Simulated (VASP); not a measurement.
# CaS (Oldhamite) (Fm-3m) in VASP: further runs, part 2 of 3

VASP 6.6.1. Earlier steps stand in the parts before.

## (3) Single point, r2SCAN (volume scaled by 0.94)

The input, POSCAR:

```
CaS
1.0
    0.0000000000      2.7897492518      2.7897492518
    2.7897492518      0.0000000000      2.7897492518
    2.7897492518      2.7897492518      0.0000000000
Ca S
1 1
Direct
    0.0000000000      0.0000000000      0.0000000000
    0.5000000000      0.5000000000      0.5000000000
```

The input, INCAR.step1:

```
PREC = Accurate ; ENCUT = 550
ISMEAR = 0 ; SIGMA = 0.02
LREAL = False ; LASPH = True
NELM = 120 ; NBANDS = 15
GGA = PE ; ALGO = Normal
EDIFF = 1E-5 ; LWAVE = True
LCHARG = False ; GGA_COMPAT = False
```

The input, INCAR.step2:

```
PREC = Accurate ; ENCUT = 550
EDIFF = 1E-6 ; ISMEAR = 0
SIGMA = 0.02 ; LREAL = False
LASPH = True ; NELM = 120
ALGO = Normal ; ISIF = 2
LWAVE = False ; LCHARG = True
METAGGA = R2SCAN ; LMIXTAU = True
LELF = True ; LVHAR = True
NBANDS = 15 ; ISTART = 1
GGA_COMPAT = False
```

The input, KPOINTS:

```
Automatic mesh
0
Gamma
  8 8 8
```

Potentials or basis: VASP PAW PBE potentials, release 64 (Ca_sv, S).

The run is started by

```sh
$ cat potpaw_PBE.64/Ca_sv/POTCAR potpaw_PBE.64/S/POTCAR > POTCAR
$ cp INCAR.step1 INCAR
$ mpirun -np 1 vasp_std > vasp.out
$ cp INCAR.step2 INCAR
$ mpirun -np 1 vasp_std > vasp.out
```

OUTCAR:

```text
PREC = Accurate
   ENCUT = 550
   EDIFF = 1E-6
   ISMEAR = 0
   LREAL = False
   LASPH = True
   NELM = 120
   ISIF = 2
   METAGGA = R2SCAN
   ISTART = 1

 ion  position               nearest neighbor table
   1  0.000  0.000  0.000-   2 2.79   2 2.79   2 2.79   2 2.79   2 2.79   2 2.79
   2  0.500  0.500  0.500-   1 2.79   1 2.79   1 2.79   1 2.79   1 2.79   1 2.79

  LATTYP: Found a face centered cubic cell.
 ALAT       =     5.5794985036

  Lattice vectors:

 A1 = (   0.0000000000,   2.7897492518,   2.7897492518)
 A2 = (   2.7897492518,   0.0000000000,   2.7897492518)
 A3 = (   2.7897492518,   2.7897492518,   0.0000000000)

Analysis of symmetry for initial positions (statically):
=====================================================================
 Subroutine PRICEL returns:
 Original cell was already a primitive cell.

 Routine SETGRP: Setting up the symmetry group for a
 face centered cubic supercell.

 Subroutine GETGRP returns: Found 48 space group operations
 (whereof 48 operations were pure point group operations)
 out of a pool of 48 trial point group operations.

The static configuration has the point symmetry O_h .

Analysis of symmetry for dynamics (positions and initial velocities):
=====================================================================
 Subroutine PRICEL returns:
 Original cell was already a primitive cell.

 Routine SETGRP: Setting up the symmetry group for a
 face centered cubic supercell.

 Subroutine GETGRP returns: Found 48 space group operations
 (whereof 48 operations were pure point group operations)
 out of a pool of 48 trial point group operations.

The dynamic configuration has the point symmetry O_h .

 Subroutine INISYM returns: Found 48 space group operations
 (whereof 48 operations are pure point group operations),
 and found     1 'primitive' translations

----------------------------------------------------------------------------------------

                                     Primitive cell

  volume of cell :      43.4236

  direct lattice vectors                    reciprocal lattice vectors
     0.000000000  2.789749252  2.789749252    -0.179227577  0.179227577  0.179227577
     2.789749252  0.000000000  2.789749252     0.179227577 -0.179227577  0.179227577
     2.789749252  2.789749252  0.000000000     0.179227577  0.179227577 -0.179227577

  length of vectors
     3.945301228  3.945301228  3.945301228     0.310431270  0.310431270  0.310431270

  position of ions in fractional coordinates (direct lattice)
     0.000000000  0.000000000  0.000000000
     0.500000000  0.500000000  0.500000000

  ion indices of the primitive-cell ions
   primitive index   ion index
                 1           1
                 2           2

----------------------------------------------------------------------------------------

 KPOINTS: Automatic mesh

Automatic generation of k-mesh.
 Grid dimensions read from file:
 generate k-points for:    8    8    8

 Generating k-lattice:

  Cartesian coordinates                     Fractional coordinates (reciprocal lattice)
    -0.022403447  0.022403447  0.022403447     0.125000000  0.000000000  0.000000000
     0.022403447 -0.022403447  0.022403447     0.000000000  0.125000000  0.000000000
     0.022403447  0.022403447 -0.022403447     0.000000000  0.000000000  0.125000000

  Length of vectors
     0.038803909  0.038803909  0.038803909

  Shift w.r.t. Gamma in fractional coordinates (k-lattice)
     0.000000000  0.000000000  0.000000000

 Subroutine IBZKPT returns following result:
 ===========================================

 Found     29 irreducible k-points:

 Following reciprocal coordinates:
            Coordinates               Weight
  0.000000  0.000000  0.000000      1.000000
  0.125000  0.000000  0.000000      8.000000
  0.250000  0.000000  0.000000      8.000000
  0.375000  0.000000  0.000000      8.000000
  0.500000  0.000000  0.000000      4.000000
  0.125000  0.125000  0.000000      6.000000
[... 16 lines left out ...]
  0.500000  0.250000  0.125000     48.000000
 -0.375000  0.250000  0.125000     24.000000
 [... further k-points ...]
   k-points           NKPTS =     29   k-points in BZ     NKDIM =     29   number of bands    NBANDS=     15
   number of dos      NEDOS =    301   number of ions     NIONS =      2
   total plane-waves  NPLWV =  27000
   dimension x,y,z NGX =    30 NGY =   30 NGZ =   30
   dimension x,y,z NGXF=    60 NGYF=   60 NGZF=   60
   ions per type =               1   1
   NGX,Y,Z   is equivalent  to a cutoff of  12.64, 12.64, 12.64 a.u.
   NGXF,Y,Z  is equivalent  to a cutoff of  25.28, 25.28, 25.28 a.u.
 SYSTEM =  unknown system
   PREC   = accura    normal or accurate (medium, high low for compatibility)
   ISTART =      1    job   : 0-new  1-cont  2-samecut
   ICHARG =      0    charge: 1-file 2-atom 10-const
   ISPIN  =      1    spin polarized calculation?
   LNONCOLLINEAR =      F non collinear calculations
   LSORBIT =      F    spin-orbit coupling
   LASPH  =      T    aspherical Exc in radial PAW
   ENCUT  =  550.0 eV  40.42 Ry    6.36 a.u.   7.54  7.54  7.54*2*pi/ulx,y,z
   NELM   =    120;   NELMIN=  2; NELMDL=  0     # of ELM steps
   EDIFF  = 0.1E-05   stopping-criterion for ELM
   LREAL  =      F    real-space projection
   EDIFFG = 0.1E-04   stopping-criterion for IOM
   NSW    =      0    number of steps for IOM
   IBRION =     -1    ionic relax: 0-MD 1-quasi-New 2-CG
   NFREE  =      0    steps in history (QN), initial steepest desc. (CG)
   ISIF   =      2    stress and relaxation
   ISYM   =      2    0-nonsym 1-usesym 2-fastsym
   POTIM  = 0.5000    time-step for ionic-motion
   TEBEG  =    0.0;   TEEND  =   0.0 temperature during run
   PSTRESS=    0.0 pullay stress
   NELECT =      16.0000    total number of electrons
   NUPDOWN=      -1.0000    fix difference up-down
   EMIN   =  10.00;   EMAX   =-10.00  energy-range for DOS
   EFERMI =   0.00;   METHOD = LEGACY
   ISMEAR =     0;   SIGMA  =   0.02  broadening in eV -4-tet -1-fermi 0-gaus
   EFERMI_NEDOS =   21; number of points for ismear=-14 and -15
   IALGO  =     38    algorithm
   IMIX   =      4    mixing-type and parameters
     AMIX     =   0.40;   BMIX     =  1.00
     AMIX_MAG =   1.60;   BMIX_MAG =  1.00
  volume/ion in A,a.u.               =      21.71       146.52
  Fermi-wavevector in a.u.,A,eV,Ry     =   1.173653  2.217882 18.741495  1.377461
  Thomas-Fermi vector in A             =   2.310062
   LORBIT       =      0    0 simple, 1 ext, 2 COOP (PROOUT), +10 PAW based schemes
   METAGGA = R2SCAN    functional components
   LHFCALC =     F    Hartree Fock is set to
   AEXX    =    0.0000 exact exchange contribution
   IVDW    =     0    specifies the selected vdW correction
   LEPSILON=     F    determine dielectric tensor
   LRPA    =     F    only Hartree local field effects (RPA)
 non-spin polarized calculation
 Gauss-broadening in eV      SIGMA  =   0.02
  energy-cutoff  :      550.00
  volume of cell :       43.42
 maximum number of plane-waves:      1287
   NGX = 15   NGY = 15   NGZ = 15

 number of electron      15.9999997 magnetization

 Free energy of the ion-electron system (eV)
  ---------------------------------------------------
  ext. energy  EPLUGINS =         0.00000000
  ---------------------------------------------------
  free energy    TOTEN  =       -19.89987695 eV

  energy without entropy =      -19.89987695  energy(sigma->0) =      -19.89987695

 E-fermi :   3.1158     XC(G=0): -10.0679

 val. band max:        2.9419268066   @ k =   0.0000   0.0000   0.0000
 cond. band min:       5.5891601903   @ k =   0.5000   0.5000   0.0000
 fundamental gap:      2.6472333837
 Fermi energy:         3.1157697213

 k-point     1 :       0.0000    0.0000    0.0000
  band No.  band energies     occupation
      1     -37.5654      2.00000
      2     -17.6743      2.00000
      3     -17.6743      2.00000
      4     -17.6743      2.00000
      5      -9.0686      2.00000
      6       2.9419      2.00000
      7       2.9419      2.00000
      8       2.9419      2.00000
      9       7.5901      0.00000
     10       7.5901      0.00000
     11       7.5901      0.00000
     12       8.2792      0.00000
     13       8.2792      0.00000
     14       8.2937      0.00000
     15      14.6961      0.00000
[... 397 lines left out ...]
 k-point    24 :      -0.3750    0.2500    0.1250
  band No.  band energies     occupation
      1     -37.5472      2.00000
      2     -17.8576      2.00000
      3     -17.7376      2.00000
      4     -17.7071      2.00000
      5      -8.1501      2.00000
      6       0.1158      2.00000
      7       1.3119      2.00000
      8       1.6496      2.00000
      9       8.5629      0.00000
     10       8.9186      0.00000
     11      10.2252      0.00000
     12      10.6408      0.00000
     13      10.8984      0.00000
     14      11.8851      0.00000
     15      13.4753      0.00000

 [... further k-points ...]
[... 5 lines left out ...]
  --------------------------------------------------------------------------------------
  -------------------------------------------------------------------------------------
  Total        1.2728918      1.2728918      1.2728918      0.0000000      0.0000000      0.0000000
  in kB       46.9652418     46.9652418     46.9652418      0.0000000      0.0000000      0.0000000
  external PRESSURE =      46.9652418 kB  Pullay stress =       0.0000000 kB

 VOLUME and BASIS-vectors are now :
 -----------------------------------------------------------------------------
  energy-cutoff  :      550.00
  volume of cell :       43.42
      direct lattice vectors                 reciprocal lattice vectors
     0.000000000  2.789749252  2.789749252    -0.179227577  0.179227577  0.179227577
     2.789749252  0.000000000  2.789749252     0.179227577 -0.179227577  0.179227577
     2.789749252  2.789749252  0.000000000     0.179227577  0.179227577 -0.179227577

 POSITION                                       TOTAL-FORCE (eV/Angst)
 -----------------------------------------------------------------------------------
      0.00000      0.00000      0.00000        -0.000000      0.000000     -0.000000
      2.78975      2.78975      2.78975         0.000000     -0.000000      0.000000
 -----------------------------------------------------------------------------------
    total drift:                               -0.000000      0.000000      0.000000

  FREE ENERGIE OF THE ION-ELECTRON SYSTEM (eV)
  ---------------------------------------------------
  free  energy   TOTEN  =       -19.8998769471 eV

  energy  without entropy=      -19.8998769471  energy(sigma->0) =      -19.89987695
```

It took 93 s on 1 thread of Intel Xeon 6975P-C, shared host; peak memory 0.18 GiB.

What came out:

- Free energy: -19.8999 eV
- Pressure: 4.7 GPa
- Band gap on the k mesh: 2.65 eV, indirect (least direct gap 3.52 eV)

Levels at points of the mesh, in eV from the valence-band top:
| k point | band 6 | band 7 | band 8 | band 9 | band 10 | band 11 |
| --- | --- | --- | --- | --- | --- | --- |
| (0.00, 0.00, 0.00) | 0.00 | 0.00 | 0.00 | 4.65 | 4.65 | 4.65 |
| (0.50, 0.00, 0.00) | -3.33 | -1.29 | -1.29 | 5.92 | 6.90 | 7.01 |
| (0.50, 0.50, 0.00) | -2.44 | -0.87 | -0.87 | 2.65 | 6.29 | 7.09 |

Caveat: the PAW data sets were made with another functional, which shifts forces and pressure a little.

## (4) Single point, r2SCAN (volume scaled by 0.97)

The input, POSCAR:

```
CaS
1.0
    0.0000000000      2.8191171915      2.8191171915
    2.8191171915      0.0000000000      2.8191171915
    2.8191171915      2.8191171915      0.0000000000
Ca S
1 1
Direct
    0.0000000000      0.0000000000      0.0000000000
    0.5000000000      0.5000000000      0.5000000000
```

The input, INCAR.step1:

```
SYSTEM = CaS
ALGO     = Normal         ! electronic algorithm
EDIFF    = 1E-5           ! SCF threshold, eV
ENCUT    = 550            ! plane-wave cutoff, eV
GGA      = PE             ! functional
GGA_COMPAT= .FALSE.      
ISMEAR   = 0              ! smearing method
LASPH    = .TRUE.         ! aspherical terms in the spheres
LCHARG   = .FALSE.        ! write CHGCAR
LREAL    = .FALSE.        ! projectors in reciprocal space
LWAVE    = .TRUE.         ! write WAVECAR
NBANDS   = 15             ! bands
NELM     = 120            ! most SCF steps
PREC     = Accurate       ! precision mode
SIGMA    = 0.02           ! smearing width, eV
```

The input, INCAR.step2:

```
SYSTEM = CaS
ALGO     = Normal         ! electronic algorithm
EDIFF    = 1E-6           ! SCF threshold, eV
ENCUT    = 550            ! plane-wave cutoff, eV
GGA_COMPAT= .FALSE.      
ISIF     = 2              ! what is computed and relaxed
ISMEAR   = 0              ! smearing method
ISTART   = 1            
LASPH    = .TRUE.         ! aspherical terms in the spheres
LCHARG   = .FALSE.        ! write CHGCAR
LMIXTAU  = .TRUE.       
LREAL    = .FALSE.        ! projectors in reciprocal space
LWAVE    = .FALSE.        ! write WAVECAR
METAGGA  = R2SCAN         ! meta-GGA
NBANDS   = 15             ! bands
NELM     = 120            ! most SCF steps
PREC     = Accurate       ! precision mode
SIGMA    = 0.02           ! smearing width, eV
```

The input, KPOINTS:

```
k-points
0
G
  8 8 8
  0 0 0
```

The run is started by

```sh
$ cat potpaw_PBE.64/Ca_sv/POTCAR potpaw_PBE.64/S/POTCAR > POTCAR
$ cp INCAR.step1 INCAR
$ mpirun -np 1 vasp_std > vasp.out
$ cp INCAR.step2 INCAR
$ mpirun -np 1 vasp_std > vasp.out
```

It took 71 s on 1 thread of Intel Xeon 6975P-C, shared host; peak memory 0.18 GiB.

The run converged. Its results:

- Free energy: -19.9304 eV
- Pressure: 2.3 GPa
- Band gap on the k mesh: 2.73 eV, indirect (least direct gap 3.58 eV)

Levels at points of the mesh, in eV from the valence-band top:
```csv
k point,band 4,band 5,band 6,band 7,band 8,band 9,band 10,band 11,band 12,band 13
"(0.00, 0.00, 0.00)",-20.72,-11.90,0.00,0.00,0.00,4.66,4.66,4.66,5.13,5.33
"(0.50, 0.00, 0.00)",-20.73,-11.00,-3.21,-1.22,-1.22,5.85,6.79,6.91,6.91,9.03
"(0.50, 0.50, 0.00)",-20.77,-11.23,-2.37,-0.85,-0.85,2.73,6.24,6.93,7.53,7.53
```

Caveat: the PAW data sets were made with another functional, which shifts forces and pressure a little. A k mesh can miss the band edges.

[end of part 2 of 3]
